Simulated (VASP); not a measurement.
## AlNi: single point with PBEsol

The system is AlNi.

```xyz
2
Lattice="2.0213 -2.0213 0.0000 2.0213 2.0213 0.0000 0.0000 0.0000 2.8694" Properties=species:S:1:pos:R:3 pbc="T T T"
Al    0.0354    0.0354    0.0000
Ni    2.0051   -0.0163    1.4347
```

This cell differs from its parent crystal: atoms displaced along a vibrational mode.

| Item | Value |
| --- | --- |
| Program | VASP 6.6.1 |
| Task | single point |
| Functional | PBEsol |
| Potentials or basis | VASP PAW PBE potentials, release 64 (Al, Ni) |
| Cutoff | 520 eV |
| k mesh | 20 × 20 × 20 |
| Occupations | gaussian, width 0.15 eV |
| Spin | no spin polarisation |
| Dipole correction | no |
| Further INCAR settings | ALGO = Fast; EDIFF = 1e-06; NBANDS = 14 |

| Property | Result |
| --- | --- |
| Pressure | 0.5 GPa |
| Largest force | 0.456 eV/Å |
| Band gap on the k mesh | zero (an odd number of electrons rules out a gap without spin polarisation) |

Forces in eV/Å, atoms in the order of the input:
```
Al  -0.322 -0.322  0.000
Ni   0.322  0.322  0.000
```

Stress tensor (GPa, compression positive):
```
 0.57 -0.15  0.00
-0.15  0.56  0.00
 0.00  0.00  0.42
```

Levels at points of the mesh, in eV from the Fermi level:
```
           k point  band 4  band 5  band 6  band 7  band 8  band 9  band 10  band 11
(0.00, 0.00, 0.00)   -1.59   -1.59   -1.57    5.50    5.63    5.63     8.21     8.24
(0.50, 0.00, 0.00)   -2.33   -2.30   -1.49   -0.65    8.33   10.01    10.17    11.04
(0.00, 0.50, 0.00)   -2.32   -2.30   -1.50   -0.64    8.34    9.99    10.12    11.06
(0.50, 0.50, 0.00)   -2.88   -2.15   -2.14   -1.03    1.52    2.61    12.46    15.21
(0.00, 0.00, 0.50)   -2.30   -2.30   -1.49   -0.68    8.33   10.13    10.15    11.07
(0.50, 0.00, 0.50)   -2.94   -2.11   -2.11   -1.04    1.48    2.58    12.57    15.02
(0.00, 0.50, 0.50)   -2.90   -2.13   -2.13   -1.04    1.49    2.58    12.55    15.30
(0.50, 0.50, 0.50)   -1.02   -1.00    1.95    1.96    1.98    3.83     4.56     4.61
```

Run time: 6.1 min on 1 thread of AMD EPYC 9R45 96-Core Processor (Zen 5), with other jobs on the host, peak memory 0.77 GiB.

Caveat: the cell differs from its parent crystal (atoms displaced along a vibrational mode); the PAW data sets were made with another functional, which shifts forces and pressure a little. Spin polarisation is off, so any magnetic state and its effect on volume and gap are missing.
